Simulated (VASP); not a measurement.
Set up this calculation in VASP 6.6.1, as the native input.

* Task: single point
* Functional: PBE
* Potentials or basis: VASP PAW PBE potentials, release 64 (Cr_pv)
* Cutoff: 520 eV
* k mesh: 15 × 15 × 15
* Occupations: fermi-dirac, width 1 eV
* Spin: no spin polarisation
* Dipole correction: no
* Further INCAR settings: ALGO = Normal; EDIFF = 1e-07; NBANDS = 12

The structure of Cr lies in POSCAR:

```
Cr
1.0
   -1.4243177237      1.4243177237      1.4243177237
    1.4243177237     -1.4243177237      1.4243177237
    1.4243177237      1.4243177237     -1.4243177237
Cr
1
Direct
    0.0000000000      0.0000000000      0.0000000000
```

The input as run:

INCAR

```
SYSTEM = Cr
PREC = Accurate
ENCUT = 520
EDIFF = 1E-7
ISMEAR = -1
SIGMA = 1.0
LREAL = .False.
LASPH = .True.
NELM = 60
ALGO = Normal
ISIF = 2
LWAVE = .False.
LCHARG = .False.
GGA = PE
NBANDS = 12
```

KPOINTS

```
regular mesh
0
Gamma
  15 15 15
  0 0 0
```

Potentials or basis: VASP PAW PBE potentials, release 64 (Cr_pv).

The run is started by

```bash
$ cat potpaw_PBE.64/Cr_pv/POTCAR > POTCAR
$ mpirun -np 1 vasp_std > vasp.out
```

Results of the run:

The pressure is 36.2 GPa. The band gap on the k mesh is zero (band 6 reaches 13.81 eV, above the bottom of band 7 at 10.49 eV).

Caveat: the run has no spin polarisation, though such a crystal can be magnetic.

Wall time 9.9 s on 1 thread of Intel Xeon 6975P-C, with other jobs on the host, peak memory 0.13 GiB.
